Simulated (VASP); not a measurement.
# Pd2PtS3 (I4/mmm) in VASP: relaxation of cell and atoms with PBE

Aim: the relaxation of cell and atoms of Pd2PtS3 with PBE.

Program: VASP 6.6.1. These are calculated values, not measurements. Logs are shortened: lines on timing, memory, paths and dates and some standing lists are left out, and cuts for length are marked.

**1. The cell of the first run**

The structure is tetragonal, space group I4/mmm (No. 139). Conventional cell: a = 4.799 Å, b = 4.799 Å, c = 9.246 Å, α = 90.00°, β = 90.00°, γ = 90.00°. Pd (site symmetry -4m2) has 2 S at 2.31 Å within 3.1 Å. Pt (site symmetry 4/mmm) has 4 S at 2.40 Å within 3.2 Å. S (site symmetry mmm) has 2 Pd at 2.31 Å and 2 Pt at 2.40 Å and 2 S at 2.40 Å within 3.1 Å. S (site symmetry 4/mmm) has 4 S at 2.40 Å within 3.2 Å.

The cell was generated, and may not be a known phase.

**2. Relaxation of cell and atoms, PBE**

INCAR

```
PREC = Accurate
ENCUT = 600
EDIFF = 1E-7
ISMEAR = 0
SIGMA = 0.1
LREAL = False
LASPH = True
NELM = 60
ALGO = Fast
ISIF = 3
LWAVE = False
LCHARG = False
GGA = PE
IBRION = 2
NSW = 100
EDIFFG = -0.01
```

KPOINTS

```
Automatic mesh
0
Gamma
  12 12 12
```

POSCAR

```
Pd2PtS3
1.0
   -2.3995244245      2.3995244245      4.6227802688
    2.3995244245     -2.3995244245      4.6227802688
    2.3995244245      2.3995244245     -4.6227802688
Pd Pt S
2 1 3
Direct
    0.7500000000      0.2500000000      0.5000000000
    0.2500000000      0.7500000000      0.5000000000
    0.5000000000      0.5000000000      0.0000000000
    0.5000000000      0.0000000000      0.5000000000
    0.0000000000      0.5000000000      0.5000000000
    0.0000000000      0.0000000000      0.0000000000
```

Potentials or basis: VASP PAW PBE potentials, release 64 (Pd, Pt, S).

Started as:

```bash
> cat potpaw_PBE.64/Pd/POTCAR potpaw_PBE.64/Pt/POTCAR potpaw_PBE.64/S/POTCAR > POTCAR
> mpirun -np 1 vasp_std > vasp.out
```

OUTCAR:

```text
PREC = Accurate
   ENCUT = 600
   EDIFF = 1E-7
   ISMEAR = 0
   LREAL = False
   LASPH = True
   NELM = 60
   ISIF = 3
   GGA = PE
   IBRION = 2
   NSW = 100
   EDIFFG = -0.01

 ion  position               nearest neighbor table
   1  0.750  0.250  0.500-   4 2.31   5 2.31   3 3.33   3 3.33   3 3.33   3 3.33   2 3.39   2 3.39
                             2 3.39   2 3.39
   2  0.250  0.750  0.500-   4 2.31   5 2.31   3 3.33   3 3.33   3 3.33   3 3.33   1 3.39   1 3.39
                             1 3.39   1 3.39
   3  0.500  0.500  0.000-   4 2.40   5 2.40   4 2.40   5 2.40   2 3.33   1 3.33   1 3.33   2 3.33
                             2 3.33   1 3.33   1 3.33   2 3.33
   4  0.500  0.000  0.500-   1 2.31   2 2.31   3 2.40   6 2.40   3 2.40   6 2.40
   5  0.000  0.500  0.500-   1 2.31   2 2.31   3 2.40   6 2.40   6 2.40   3 2.40
   6  0.000  0.000  0.000-   4 2.40   5 2.40   5 2.40   4 2.40

  LATTYP: Found a body centered tetragonal cell.
 ALAT       =     4.7990488490
 C/A-ratio  =     1.9265402017

  Lattice vectors:

 A1 = (  -2.3995244245,   2.3995244245,   4.6227802688)
 A2 = (   2.3995244245,  -2.3995244245,   4.6227802688)
 A3 = (   2.3995244245,   2.3995244245,  -4.6227802688)

Analysis of symmetry for initial positions (statically):
=====================================================================
 Subroutine PRICEL returns:
 Original cell was already a primitive cell.

 Routine SETGRP: Setting up the symmetry group for a
 body centered tetragonal supercell.

 Subroutine GETGRP returns: Found 16 space group operations
 (whereof 16 operations were pure point group operations)
 out of a pool of 16 trial point group operations.

The static configuration has the point symmetry D_4h.

Analysis of symmetry for dynamics (positions and initial velocities):
=====================================================================
 Subroutine PRICEL returns:
 Original cell was already a primitive cell.

 Routine SETGRP: Setting up the symmetry group for a
 body centered tetragonal supercell.

 Subroutine GETGRP returns: Found 16 space group operations
 (whereof 16 operations were pure point group operations)
 out of a pool of 16 trial point group operations.

The dynamic configuration has the point symmetry D_4h.

 Subroutine INISYM returns: Found 16 space group operations
 (whereof 16 operations are pure point group operations),
 and found     1 'primitive' translations

[... 106 lines left out ...]
   IBRION =      2    ionic relax: 0-MD 1-quasi-New 2-CG
   NFREE  =      1    steps in history (QN), initial steepest desc. (CG)
   ISIF   =      3    stress and relaxation
   ISYM   =      2    0-nonsym 1-usesym 2-fastsym
   POTIM  = 0.5000    time-step for ionic-motion
   TEBEG  =    0.0;   TEEND  =   0.0 temperature during run
   PSTRESS=    0.0 pullay stress
   NELECT =      48.0000    total number of electrons
   NUPDOWN=      -1.0000    fix difference up-down
   EMIN   =  10.00;   EMAX   =-10.00  energy-range for DOS
   EFERMI =   0.00;   METHOD = LEGACY
   ISMEAR =     0;   SIGMA  =   0.10  broadening in eV -4-tet -1-fermi 0-gaus
   EFERMI_NEDOS =   21; number of points for ismear=-14 and -15
   IALGO  =     68    algorithm
   IMIX   =      4    mixing-type and parameters
     AMIX     =   0.40;   BMIX     =  1.00
     AMIX_MAG =   1.60;   BMIX_MAG =  1.00
  volume/ion in A,a.u.               =      17.74       119.75
  Fermi-wavevector in a.u.,A,eV,Ry     =   1.255309  2.372190 21.440077  1.575801
  Thomas-Fermi vector in A             =   2.389072
   LORBIT       =      0    0 simple, 1 ext, 2 COOP (PROOUT), +10 PAW based schemes
   GGA     = PE    functional components
   LHFCALC =     F    Hartree Fock is set to
   AEXX    =    0.0000 exact exchange contribution
   IVDW    =     0    specifies the selected vdW correction
   LEPSILON=     F    determine dielectric tensor
   LRPA    =     F    only Hartree local field effects (RPA)
 conjugate gradient relaxation of ions
 non-spin polarized calculation
 RMM-DIIS sequential band-by-band and
 Gauss-broadening in eV      SIGMA  =   0.10
  energy-cutoff  :      600.00
  volume of cell :      106.47
 maximum number of plane-waves:      3635
 NGX is ok and might be reduce to    48
   NGX = 23   NGY = 23   NGZ = 23

--------------------------------------- Ionic step        1  -------------------------------------------

 number of electron      48.0000006 magnetization

 Free energy of the ion-electron system (eV)
  ---------------------------------------------------
  ext. energy  EPLUGINS =         0.00000000
  ---------------------------------------------------
  free energy    TOTEN  =       -27.43943461 eV

  energy without entropy =      -27.42408535  energy(sigma->0) =      -27.43175998

------------------------ aborting loop because EDIFF is reached ----------------------------------------

  FORCE on cell =-STRESS in cart. coord.  units (eV):
  Direction    XX          YY          ZZ          XY          YZ          ZX
  --------------------------------------------------------------------------------------
  -------------------------------------------------------------------------------------
  Total        0.0477799      0.0477799     -0.1699436      0.0000000     -0.0000000      0.0000000
  in kB        0.7190224      0.7190224     -2.5574180      0.0000000     -0.0000000      0.0000000
  external PRESSURE =      -0.3731244 kB  Pullay stress =       0.0000000 kB
[... 67 lines left out ...]
--------------------------------------- Ionic step        3  -------------------------------------------

 number of electron      48.0000005 magnetization

 Free energy of the ion-electron system (eV)
  ---------------------------------------------------
  ext. energy  EPLUGINS =         0.00000000
  ---------------------------------------------------
  free energy    TOTEN  =       -27.43954763 eV

  energy without entropy =      -27.42420226  energy(sigma->0) =      -27.43187494

 E-fermi :   7.2411     XC(G=0): -11.1239

 val. band max:        7.2403093312   @ k =  -0.1667   0.4167   0.0833
 cond. band min:       7.2455497177   @ k =  -0.3333   0.3333   0.0833
 fundamental gap:      0.0052403865
 Fermi energy:         7.2411384790

 k-point     1 :       0.0000    0.0000    0.0000
  band No.  band energies     occupation
      1      -9.4578      2.00000
      2      -6.8293      2.00000
      3      -3.6495      2.00000
      4      -0.6150      2.00000
      5      -0.6150      2.00000
      6       0.7801      2.00000
[... 733 lines left out ...]
     27       9.2591      0.00000
     28      10.6260      0.00000

 [... further k-points ...]
[... 5 lines left out ...]
  --------------------------------------------------------------------------------------
  -------------------------------------------------------------------------------------
  Total        0.0298346      0.0298346      0.0172403      0.0000000     -0.0000000      0.0000000
  in kB        0.4491909      0.4491909      0.2595709      0.0000000     -0.0000000      0.0000000
  external PRESSURE =       0.3859842 kB  Pullay stress =       0.0000000 kB
[... 21 lines left out ...]
  FREE ENERGIE OF THE ION-ELECTRON SYSTEM (eV)
  ---------------------------------------------------
  free  energy   TOTEN  =       -27.4395476308 eV

  energy  without entropy=      -27.4242022557  energy(sigma->0) =      -27.43187494

 reached required accuracy - stopping structural energy minimisation
```

CONTCAR:

```text
Pd2PtS3
   1.00000000000000
    -2.4002818486169089    2.4002818486169089    4.6175901594243633
     2.4002818486169089   -2.4002818486169089    4.6175901594243633
     2.4002818486169089    2.4002818486169089   -4.6175901594243633
  Pd              Pt              S
     2     1     3
Direct
     0.7500000000000000    0.2500000000000000    0.5000000000000000
     0.2500000000000000    0.7500000000000000    0.5000000000000000
     0.5000000000000000    0.5000000000000000    0.0000000000000000
     0.5000000000000000    0.0000000000000000    0.5000000000000000
     0.0000000000000000    0.5000000000000000    0.5000000000000000
     0.0000000000000000    0.0000000000000000    0.0000000000000000

  0.00000000E+00  0.00000000E+00  0.00000000E+00
  0.00000000E+00  0.00000000E+00  0.00000000E+00
  0.00000000E+00  0.00000000E+00  0.00000000E+00
  0.00000000E+00  0.00000000E+00  0.00000000E+00
  0.00000000E+00  0.00000000E+00  0.00000000E+00
  0.00000000E+00  0.00000000E+00  0.00000000E+00
```

Wall time 34 min (1 thread of Oxide Virtual Turin-like, shared host); peak memory 0.75 GiB.

Results:

- Free energy: -27.4395 eV
- Relaxed volume: 17.74 Å³/atom
- Relaxed cell: a = 5.731 Å, b = 5.731 Å, c = 5.731 Å, α = 130.48°, β = 130.48°, γ = 72.64°
- Space group after relaxing (to 0.1 Å): I4/mmm (No. 139)
- Energy gained by relaxing: 0.0 meV/atom
- Ionic steps: 3
- Pressure after relaxing: 0.0 GPa
- Band gap on the k mesh: zero (bands 24 and 25 overlap by 0.84 eV)

Step by step:
```
step  energy change (eV)  largest force (eV/Å)  pressure (GPa)  volume (Å³)
   1              0.0000                0.0000           -0.04       106.47
   2             -0.0001                0.0000            0.06       106.40
   3             -0.0001                0.0000            0.04       106.41
```

Final structure:
```
Pd Pt S
1.0
    -2.40028    2.40028    4.61759
     2.40028   -2.40028    4.61759
     2.40028    2.40028   -4.61759
Pd Pt S
2 1 3
Direct
  0.75000 0.25000 0.50000
  0.25000 0.75000 0.50000
  0.50000 0.50000 0.00000
  0.50000 0.00000 0.50000
  0.00000 0.50000 0.50000
  0.00000 0.00000 0.00000
```

Caveat: spin-orbit coupling is left out, which moves the levels of the heavy elements.
